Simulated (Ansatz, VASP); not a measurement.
Two plane-wave programs on AlN

File INCAR:

```
PREC     = Accurate       # precision mode
ENCUT    = 600            # plane-wave cutoff, eV
EDIFF    = 1E-7           # SCF threshold, eV
ISMEAR   = 0              # smearing method
SIGMA    = 0.02           # smearing width, eV
LREAL    = F              # projectors in reciprocal space
LASPH    = T              # aspherical terms in the spheres
NELM     = 120            # most SCF steps
ALGO     = Normal         # electronic algorithm
ISIF     = 3              # what is computed and relaxed
LWAVE    = F              # write WAVECAR
LCHARG   = F              # write CHGCAR
GGA      = CA             # functional
IBRION   = 2              # ionic algorithm
NSW      = 100            # ionic steps
EDIFFG   = -0.002         # ionic threshold
GGA_COMPAT= F            
NELMIN   = 4
```

Contents of KPOINTS:

```
Automatic mesh
0
Gamma
  10 10 10
```

The input POSCAR:

```
AlN
1.0
    0.0000000000      2.1900000000      2.1900000000
    2.1900000000      0.0000000000      2.1900000000
    2.1900000000      2.1900000000      0.0000000000
Al N
1 1
Direct
    0.0000000000      0.0000000000      0.0000000000
    0.2500000000      0.2500000000      0.2500000000
```

Input for Ansatz:

```yaml
crystal:
  lattice:
    - [0.0, 2.19, 2.19]
    - [2.19, 0.0, 2.19]
    - [2.19, 2.19, 0.0]
  atoms:
    - { symbol: Al, position: [0.0, 0.0, 0.0] }
    - { symbol: "N", position: [0.25, 0.25, 0.25] }
basis:
  ecutwfc: 420
kpoints:
  mp_grid: { grid: [10, 10, 10] }
hamiltonian:
  xc: lda
scf:
  occupations: { method: gaussian, width: 0.02 }
output:
  forces: true
  stress: true
  eigenvalues: true
relax:
  adjacent_minimum: "off"
  f_tol: 0.002
  max_steps: 80
  cell: { stress_tol: 0.02 }
```

Alike in both runs: task relaxation of cell and atoms; functional LDA; k mesh 10 × 10 × 10; occupations gaussian, width 0.02 eV; no spin polarisation.

|  | VASP | Ansatz |
| --- | --- | --- |
| version | VASP 6.6.1 | Ansatz 0.2.0 |
| potentials or method | VASP PAW LDA potentials, release 64 (Al, N), cutoff 600 eV | scalar-relativistic, plane waves, PAW |
| valence electrons in the cell | 8 | 8 |

VASP gave:

* gap on the k mesh at the Fermi level, each at its own relaxed structure (eV): 3.23
* relaxed volume (Å³/atom): 10.26
* relaxed cell length with the largest relative difference (Å): 3.073

Problem. Which values does Ansatz return?

Solution. gap on the k mesh at the Fermi level, each at its own relaxed structure (eV): 3.25; relaxed volume (Å³/atom): 10.23; relaxed cell length with the largest relative difference (Å): 3.070.

LDA's correlation is that of Perdew and Zunger in VASP and of Perdew and Wang (1992) in Ansatz.
